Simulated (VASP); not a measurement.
Input of a VASP 6.6.1 run:

The input INCAR:

```
PREC = Accurate
ENCUT = 600
EDIFF = 1E-6
ISMEAR = -1
SIGMA = 0.05
LREAL = False
LASPH = True
NELM = 100
ALGO = Normal
ISIF = 3
LWAVE = False
LCHARG = False
GGA = PS
IBRION = 2
NSW = 100
EDIFFG = -0.002
PSTRESS = 20.0
```

File KPOINTS:

```
Automatic mesh
0
Gamma
  22 22 22
```

File POSCAR:

```
Li
1.0
    0.0000000000      2.1593736381      2.1593736381
    2.1593736381      0.0000000000      2.1593736381
    2.1593736381      2.1593736381      0.0000000000
Li
1
Direct
    0.0000000000      0.0000000000      0.0000000000
```

Potentials or basis: VASP PAW PBE potentials, release 64 (Li_sv).

The run is started by

```console
$ cat potpaw_PBE.64/Li_sv/POTCAR > POTCAR
$ mpirun -np 1 vasp_std > vasp.out
```

Predict the relaxed volume.

17.71 Å³/atom.

What does it give for the space group after relaxing (to 0.05 Å)?

Fm-3m (No. 225).

Final structure:
```yaml
crystal:
  lattice:
    - [0.00000, 2.06867, 2.06867]
    - [2.06867, 0.00000, 2.06867]
    - [2.06867, 2.06867, 0.00000]
  atoms:
    - { symbol: Li, position: [0.00000, 0.00000, 0.00000] }
```

Caveat: the cutoff is under 1.25 times the usual one of these potentials, so pressure, stress and relaxed cells hold a basis-set (Pulay) error; the cell is relaxed towards a set pressure, so the enthalpy falls and the energy may rise; the PAW data sets were made with another functional, which shifts forces and pressure a little.
